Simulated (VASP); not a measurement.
Ti6H, 7 atoms in the cell. The cell holds a slab with vacuum, 7 atoms: a = 2.832 Å, b = 4.580 Å, c = 23.551 Å, α = 90.00°, β = 90.00°, γ = 90.00°. 

```yaml
Program: VASP 6.6.1
Task: single point
Functional: PBE
Potentials_or_basis: VASP PAW PBE potentials, release 64 (Ti_sv, H)
Cutoff: 520 eV
k_mesh: 9 × 6 × 1
Occupations: gaussian, width 0.1 eV
Spin: no spin polarisation
Dipole_correction: yes
Further_INCAR_settings: ALGO = Normal; EDIFF = 1e-07; NBANDS = 46
```

Potentials or basis: VASP PAW PBE potentials, release 64 (Ti_sv, H).

The run is started by

```bash
$ cat potpaw_PBE.64/Ti_sv/POTCAR potpaw_PBE.64/H/POTCAR > POTCAR
$ mpirun -np 1 vasp_std > vasp.out
```

Hardware: 1 thread of Intel(R) Xeon(R) Platinum 8259CL CPU @ 2.50GHz (Skylake/Cascade Lake) (shared host).

Question: How long does it take, and how much memory?

Answer: Run time: 37 min on 1 thread of Intel(R) Xeon(R) Platinum 8259CL CPU @ 2.50GHz (Skylake/Cascade Lake) (shared host), peak memory 0.54 GiB. Counts: scf iterations 36, k points 28.
